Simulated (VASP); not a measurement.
# CuO (P6_3/mmc) in VASP: a series of runs

The runs below take CuO through single point, with PBE+U.

Everything below comes from runs of VASP 6.6.1. Logs are shortened: lines on timing, memory, paths and dates and some standing lists are left out, and cuts for length are marked.

## Step 1: The cell of the first run

The structure is hexagonal, space group P6_3/mmc (No. 194). The conventional cell has a = 3.180 Å, b = 3.180 Å, c = 4.431 Å, α = 90.00°, β = 90.00°, γ = 120.00°. Cu (site symmetry -3m) has 6 O at 2.14 Å and 2 Cu at 2.22 Å within 2.8 Å. O (site symmetry -6m2) has 6 Cu at 2.14 Å and 6 O at 2.88 Å within 2.9 Å.

## Step 2: Single point, PBE+U, collinear spin

File INCAR:

```
SYSTEM = CuO
PREC     = Accurate       ! precision mode
ENCUT    = 520            ! plane-wave cutoff, eV
EDIFF    = 1E-7           ! SCF threshold, eV
ISMEAR   = 0              ! smearing method
SIGMA    = 0.05           ! smearing width, eV
LREAL    = .False.        ! projectors in reciprocal space
LASPH    = .True.         ! aspherical terms in the spheres
NELM     = 150            ! most SCF steps
ALGO     = Normal         ! electronic algorithm
ISIF     = 2              ! what is computed and relaxed
LWAVE    = .False.        ! write WAVECAR
LCHARG   = .False.        ! write CHGCAR
ISPIN    = 2              ! spin polarisation
MAGMOM   = 1 -1 0 0       ! initial moments
LORBIT   = 11             ! projections on sites
LMAXMIX  = 4              ! l up to which the mixer works
LDAU     = .True.         ! DFT+U
LDAUTYPE = 2            
LDAUL    = 2 -1           ! shell
LDAUU    = 8 0            ! U, eV
LDAUJ    = 0 0          
LDAUPRINT= 1            
GGA      = PE             ! functional
NBANDS   = 29             ! bands
```

File KPOINTS:

```
Automatic mesh
0
Gamma
  7 7 4
  0 0 0
```

File POSCAR:

```
CuO
1.0
    3.1795331000      0.0000000000      0.0000000000
   -1.5897665500      2.7535564400      0.0000000000
    0.0000000000      0.0000000000      4.4314907300
Cu O
2 2
Direct
    0.0000000000      0.0000000000      0.0000000000
    0.0000000000      0.0000000000      0.5000000000
    0.3333333333      0.6666666667      0.2500000000
    0.6666666667      0.3333333333      0.7500000000
```

Potentials or basis: VASP PAW PBE potentials, release 64 (Cu, O).

The run is started by

```
$ cat potpaw_PBE.64/Cu/POTCAR potpaw_PBE.64/O/POTCAR > POTCAR
$ mpirun -np 1 vasp_std > vasp.out
```

OUTCAR:

```text
SYSTEM = CuO
   PREC = Accurate
   ENCUT = 520
   EDIFF = 1E-7
   ISMEAR = 0
   LREAL = .False.
   LASPH = .True.
   NELM = 150
   ISIF = 2
   ISPIN = 2
   LORBIT = 11
   GGA = PE

 ion  position               nearest neighbor table
   1  0.000  0.000  0.000-   3 2.14   4 2.14   4 2.14   3 2.14   4 2.14   3 2.14   2 2.22   2 2.22

   2  0.000  0.000  0.500-   3 2.14   4 2.14   4 2.14   3 2.14   4 2.14   3 2.14   1 2.22   1 2.22

   3  0.333  0.667  0.250-   1 2.14   2 2.14   1 2.14   2 2.14   1 2.14   2 2.14
   4  0.667  0.333  0.750-   1 2.14   2 2.14   1 2.14   2 2.14   1 2.14   2 2.14

  LATTYP: Found a hexagonal cell.
 ALAT       =     3.1795331000
 C/A-ratio  =     1.3937551806

  Lattice vectors:

 A1 = (   3.1795331000,   0.0000000000,   0.0000000000)
 A2 = (  -1.5897665500,   2.7535564400,   0.0000000000)
 A3 = (   0.0000000000,   0.0000000000,   4.4314907300)

Analysis of symmetry for initial positions (statically):
=====================================================================
 Subroutine PRICEL returns:
 Original cell was already a primitive cell.

 Routine SETGRP: Setting up the symmetry group for a
 hexagonal supercell.

 Subroutine GETGRP returns: Found 24 space group operations
 (whereof 12 operations were pure point group operations)
 out of a pool of 24 trial point group operations.

The static configuration has the point symmetry D_3d.
 The point group associated with its full space group is D_6h.

Analysis of symmetry for dynamics (positions and initial velocities):
=====================================================================
 Subroutine PRICEL returns:
 Original cell was already a primitive cell.

 Routine SETGRP: Setting up the symmetry group for a
 hexagonal supercell.

 Subroutine GETGRP returns: Found 24 space group operations
 (whereof 12 operations were pure point group operations)
 out of a pool of 24 trial point group operations.

The dynamic configuration has the point symmetry D_3d.
 The point group associated with its full space group is D_6h.

Analysis of structural, dynamic, and magnetic symmetry:
=====================================================================
 Subroutine PRICEL returns:
 Original cell was already a primitive cell.

 Routine SETGRP: Setting up the symmetry group for a
 hexagonal supercell.

 Subroutine GETGRP returns: Found 24 space group operations
 (whereof 12 operations were pure point group operations)
 out of a pool of 24 trial point group operations.

The overall configuration has the point symmetry D_3d.
 The point group associated with its full space group is D_6h.

 Subroutine INISYM returns: Found 24 space group operations
 (whereof 12 operations are pure point group operations),
 and found     1 'primitive' translations

----------------------------------------------------------------------------------------

                                     Primitive cell

  volume of cell :      38.7978

  direct lattice vectors                    reciprocal lattice vectors
     3.179533100  0.000000000  0.000000000     0.314511587  0.181583349  0.000000000
    -1.589766550  2.753556440  0.000000000     0.000000000  0.363166698  0.000000000
     0.000000000  0.000000000  4.431490730     0.000000000  0.000000000  0.225657699

  length of vectors
     3.179533100  3.179533103  4.431490730     0.363166698  0.363166698  0.225657699

  position of ions in fractional coordinates (direct lattice)
     0.000000000  0.000000000  0.000000000
     0.000000000  0.000000000  0.500000000
     0.333333333  0.666666667  0.250000000
     0.666666667  0.333333333  0.750000000

[... 148 lines left out ...]
  o =  0.9661  v = -0.0000 -0.0000  1.0000 -0.0000 -0.0000  0.0000  0.0000  0.0000  0.0000  0.0000      0.0000  0.0000  0.0000  0.0000  0.0000  0.0000  0.0000  0.0000  0.0000  0.0000
  o =  0.9661  v =  0.0000  0.0000  0.0000  0.0000  0.0000 -0.0000 -0.0000  1.0000 -0.0000 -0.0000      0.0000  0.0000  0.0000  0.0000  0.0000  0.0000  0.0000  0.0000  0.0000  0.0000
  o =  0.9717  v =  0.0000  0.0000  0.0000  0.0000  0.0000  0.7388  0.0000  0.0000  0.6739  0.0000      0.0000  0.0000  0.0000  0.0000  0.0000  0.0000  0.0000  0.0000  0.0000  0.0000
  o =  0.9717  v =  0.0000  0.0000  0.0000  0.0000  0.0000  0.0000 -0.6739 -0.0000  0.0000 -0.7388      0.0000  0.0000  0.0000  0.0000  0.0000  0.0000  0.0000  0.0000  0.0000  0.0000
  o =  0.9717  v =  0.7388  0.0000  0.0000  0.6739  0.0000  0.0000  0.0000  0.0000  0.0000  0.0000      0.0000  0.0000  0.0000  0.0000  0.0000  0.0000  0.0000  0.0000  0.0000  0.0000
  o =  0.9717  v =  0.0000 -0.6739 -0.0000  0.0000 -0.7388  0.0000  0.0000  0.0000  0.0000  0.0000      0.0000  0.0000  0.0000  0.0000  0.0000  0.0000  0.0000  0.0000  0.0000  0.0000

atom =   2  type =  1  l = 2

 onsite density matrix

spin component  1

  0.9425 -0.0000  0.0000 -0.0321  0.0000
 -0.0000  0.9366 -0.0000 -0.0000 -0.0321
  0.0000 -0.0000  0.9661 -0.0000  0.0000
 -0.0321 -0.0000 -0.0000  0.9366  0.0000
  0.0000 -0.0321  0.0000  0.0000  0.9425

spin component  2

  0.9424 -0.0000  0.0000 -0.0321  0.0000
 -0.0000  0.9365 -0.0000 -0.0000 -0.0321
  0.0000 -0.0000  0.9661 -0.0000  0.0000
 -0.0321 -0.0000 -0.0000  0.9365  0.0000
  0.0000 -0.0321  0.0000  0.0000  0.9424

 occupancies and eigenvectors

  o =  0.9073  v =  0.0000  0.0000  0.0000  0.0000  0.0000 -0.6739 -0.0000  0.0000 -0.7388 -0.0000      0.0000  0.0000  0.0000  0.0000  0.0000  0.0000  0.0000  0.0000  0.0000  0.0000
  o =  0.9073  v =  0.0000  0.0000  0.0000  0.0000  0.0000  0.0000 -0.7388  0.0000  0.0000 -0.6739      0.0000  0.0000  0.0000  0.0000  0.0000  0.0000  0.0000  0.0000  0.0000  0.0000
  o =  0.9073  v =  0.6739  0.0000 -0.0000  0.7388 -0.0000  0.0000  0.0000  0.0000  0.0000  0.0000      0.0000  0.0000  0.0000  0.0000  0.0000  0.0000  0.0000  0.0000  0.0000  0.0000
  o =  0.9073  v =  0.0000 -0.7388  0.0000 -0.0000 -0.6739  0.0000  0.0000  0.0000  0.0000  0.0000      0.0000  0.0000  0.0000  0.0000  0.0000  0.0000  0.0000  0.0000  0.0000  0.0000
  o =  0.9661  v =  0.0000  0.0000  0.0000  0.0000  0.0000 -0.0000  0.0000  1.0000  0.0000 -0.0000      0.0000  0.0000  0.0000  0.0000  0.0000  0.0000  0.0000  0.0000  0.0000  0.0000
  o =  0.9661  v =  0.0000  0.0000  1.0000  0.0000 -0.0000  0.0000  0.0000  0.0000  0.0000  0.0000      0.0000  0.0000  0.0000  0.0000  0.0000  0.0000  0.0000  0.0000  0.0000  0.0000
  o =  0.9717  v = -0.7388  0.0000 -0.0000  0.6739 -0.0000  0.0000  0.0000  0.0000  0.0000  0.0000      0.0000  0.0000  0.0000  0.0000  0.0000  0.0000  0.0000  0.0000  0.0000  0.0000
  o =  0.9717  v =  0.0000  0.6739 -0.0000 -0.0000 -0.7388  0.0000  0.0000  0.0000  0.0000  0.0000      0.0000  0.0000  0.0000  0.0000  0.0000  0.0000  0.0000  0.0000  0.0000  0.0000
  o =  0.9717  v =  0.0000  0.0000  0.0000  0.0000  0.0000  0.7388 -0.0000  0.0000 -0.6739  0.0000      0.0000  0.0000  0.0000  0.0000  0.0000  0.0000  0.0000  0.0000  0.0000  0.0000
  o =  0.9717  v =  0.0000  0.0000  0.0000  0.0000  0.0000 -0.0000 -0.6739  0.0000  0.0000  0.7388      0.0000  0.0000  0.0000  0.0000  0.0000  0.0000  0.0000  0.0000  0.0000  0.0000

 number of electron      34.0000021 magnetization       0.0000000

 Free energy of the ion-electron system (eV)
  ---------------------------------------------------
  ext. energy  EPLUGINS =         0.00000000
  ---------------------------------------------------
  free energy    TOTEN  =       -13.10861306 eV

  energy without entropy =      -13.09990633  energy(sigma->0) =      -13.10425970

 E-fermi :   4.5562     XC(G=0): -12.1188

 val. band max:        4.5551002329   @ k =   0.4286   0.1429   0.0000
 cond. band min:       4.5688897744   @ k =   0.2857   0.1429   0.5000
 fundamental gap:      0.0137895415
 Fermi energy:         4.5561681089

 spin component 1

 k-point     1 :       0.0000    0.0000    0.0000
  band No.  band energies     occupation
      1     -13.9026      1.00000
      2     -12.4134      1.00000
      3      -1.4911      1.00000
      4      -0.9717      1.00000
      5      -0.9717      1.00000
      6      -0.8945      1.00000
[... 757 lines left out ...]
     28      24.8362      0.00000
     29      27.6246      0.00000
 Fermi energy:         4.5561681089

 spin component 2

 k-point     1 :       0.0000    0.0000    0.0000
  band No.  band energies     occupation
      1     -13.9026      1.00000
      2     -12.4134      1.00000
      3      -1.4911      1.00000
      4      -0.9717      1.00000
      5      -0.9717      1.00000
      6      -0.8945      1.00000
[... 757 lines left out ...]
     28      24.8362      0.00000
     29      27.6246      0.00000

------------------------ aborting loop because EDIFF is reached ----------------------------------------

  FORCE on cell =-STRESS in cart. coord.  units (eV):
  Direction    XX          YY          ZZ          XY          YZ          ZX
  --------------------------------------------------------------------------------------
  -------------------------------------------------------------------------------------
  Total       -3.4744714     -3.4744714      6.0805866      0.0000000      0.0000000     -0.0000000
  in kB     -143.4802584   -143.4802587    251.1012536      0.0000000      0.0000000     -0.0000000
  external PRESSURE =     -11.9530878 kB  Pullay stress =       0.0000000 kB

 VOLUME and BASIS-vectors are now :
 -----------------------------------------------------------------------------
  energy-cutoff  :      520.00
  volume of cell :       38.80
      direct lattice vectors                 reciprocal lattice vectors
     3.179533100  0.000000000  0.000000000     0.314511587  0.181583349  0.000000000
    -1.589766550  2.753556440  0.000000000     0.000000000  0.363166698  0.000000000
     0.000000000  0.000000000  4.431490730     0.000000000  0.000000000  0.225657699

 POSITION                                       TOTAL-FORCE (eV/Angst)
 -----------------------------------------------------------------------------------
      0.00000      0.00000      0.00000        -0.000000      0.000000     -0.000000
      0.00000      0.00000      2.21575        -0.000000      0.000000     -0.000000
     -0.00000      1.83570      1.10787         0.000000      0.000000      0.000000
      1.58977      0.91785      3.32362        -0.000000     -0.000000     -0.000000
 -----------------------------------------------------------------------------------
    total drift:                               -0.000000      0.000000      0.000000

  FREE ENERGIE OF THE ION-ELECTRON SYSTEM (eV)
  ---------------------------------------------------
  free  energy   TOTEN  =       -13.1086130583 eV

  energy  without entropy=      -13.0999063345  energy(sigma->0) =      -13.10425970

 total charge

# of ion       s       p       d       tot
------------------------------------------
    1        0.311   0.334   9.424  10.068
    2        0.311   0.334   9.424  10.068
    3        1.584   3.276   0.000   4.860
    4        1.584   3.276   0.000   4.860
--------------------------------------------------
tot          3.790   7.219  18.847  29.856

 magnetization (x)

# of ion       s       p       d       tot
------------------------------------------
    1       -0.000   0.000  -0.000  -0.000
    2        0.000  -0.000   0.000   0.000
    3        0.000   0.000   0.000   0.000
    4        0.000   0.000   0.000   0.000
--------------------------------------------------
tot          0.000   0.000   0.000   0.000
```

It took 3.2 min on 1 thread of Intel Xeon 8259CL, shared host; peak memory 0.19 GiB.

Results:

```yaml
Free_energy: -13.1086 eV
Pressure: -1.2 GPa
Band_gap_on_the_k_mesh: zero (filled and empty bands overlap)
Net_moment: 0.00 μB per cell
Valence_electrons_inside_the_program's_atomic_spheres: Cu 10.07; O 4.86
```

Stress tensor (GPa, compression positive):
```
-14.35   0.00   0.00
  0.00 -14.35   0.00
  0.00   0.00  25.11
```

Levels at points of the mesh, in eV from the Fermi level:
Spin up:
```csv
k point,band 14,band 15,band 16,band 17,band 18,band 19,band 20,band 21
"(0.00, 0.00, 0.00)",-1.77,-0.98,-0.93,0.56,0.56,2.56,6.42,12.35
"(0.00, 0.00, 0.50)",-2.52,-0.13,-0.13,-0.13,-0.13,5.23,5.23,14.87
```
Spin down:
```tsv
k point	band 14	band 15	band 16	band 17	band 18	band 19	band 20	band 21
(0.00, 0.00, 0.00)	-1.77	-0.98	-0.93	0.56	0.56	2.56	6.42	12.35
(0.00, 0.00, 0.50)	-2.52	-0.13	-0.13	-0.13	-0.13	5.23	5.23	14.87
```

Eigenvalues of the final occupation matrices:
| site | spin | trace | eigenvalues |
| --- | --- | --- | --- |
| site 1 d | 1 | 4.72 | 0.91 0.91 0.97 0.97 0.97 |
| site 1 d | 2 | 4.72 | 0.91 0.91 0.97 0.97 0.97 |
| site 2 d | 1 | 4.72 | 0.91 0.91 0.97 0.97 0.97 |
| site 2 d | 2 | 4.72 | 0.91 0.91 0.97 0.97 0.97 |

## Step 3: Single point, PBE+U, collinear spin, zero start

File INCAR:

```
  ALGO = Normal
  EDIFF = 1E-6
  ENCUT = 520
  GGA = PE
  ISIF = 2
  ISMEAR = 0
  ISPIN = 2
  LASPH = T
  LCHARG = F
  LDAU = T
  LDAUJ = 0 0
  LDAUL = 2 -1
  LDAUPRINT = 1
  LDAUTYPE = 2
  LDAUU = 8 0
  LMAXMIX = 4
  LORBIT = 11
  LREAL = F
  LWAVE = F
  MAGMOM = 0 0 0 0
  NBANDS = 29
  NELM = 150
  PREC = Accurate
  SIGMA = 0.05
```

File KPOINTS:

```
k-points
0
Gamma
  7 7 4
```

POSCAR is that of step 2.

Potentials or basis: VASP PAW PBE potentials, release 64 (Cu, O).

The run is started by

```
$ cat potpaw_PBE.64/Cu/POTCAR potpaw_PBE.64/O/POTCAR > POTCAR
$ mpirun -np 1 vasp_std > vasp.out
```

Wall time 63 s (1 thread of Intel Xeon 8259CL, shared host); peak memory 0.19 GiB.

The run converged. Its results:

| Property | Result |
| --- | --- |
| Free energy | -13.1086 eV |
| Pressure | -1.2 GPa |
| Band gap on the k mesh | zero (filled and empty bands overlap) |
| Net moment | 0.00 μB per cell |
| Valence electrons inside the program's atomic spheres | Cu 10.07; O 4.86 |

Stress tensor (GPa, compression positive):
```
-14.40   0.00   0.00
  0.00 -14.40   0.00
  0.00   0.00  25.10
```

Levels at points of the mesh, in eV from the Fermi level:
Spin up:
| k point | band 15 | band 16 | band 17 | band 18 | band 19 | band 20 |
| --- | --- | --- | --- | --- | --- | --- |
| (0.00, 0.00, 0.00) | -0.98 | -0.93 | 0.56 | 0.56 | 2.57 | 6.42 |
| (0.00, 0.00, 0.50) | -0.13 | -0.13 | -0.13 | -0.13 | 5.23 | 5.23 |
Spin down:
| k point | band 14 | band 15 | band 16 | band 17 | band 18 | band 19 | band 20 | band 21 |
| --- | --- | --- | --- | --- | --- | --- | --- | --- |
| (0.00, 0.00, 0.00) | -1.77 | -0.98 | -0.93 | 0.56 | 0.56 | 2.57 | 6.42 | 12.35 |
| (0.00, 0.00, 0.50) | -2.52 | -0.13 | -0.13 | -0.13 | -0.13 | 5.23 | 5.23 | 14.87 |

Eigenvalues of the final occupation matrices:
| site | spin | trace | eigenvalues |
| --- | --- | --- | --- |
| site 1 d | 1 | 4.72 | 0.91 0.91 0.97 0.97 0.97 |
| site 1 d | 2 | 4.72 | 0.91 0.91 0.97 0.97 0.97 |
| site 2 d | 1 | 4.72 | 0.91 0.91 0.97 0.97 0.97 |
| site 2 d | 2 | 4.72 | 0.91 0.91 0.97 0.97 0.97 |
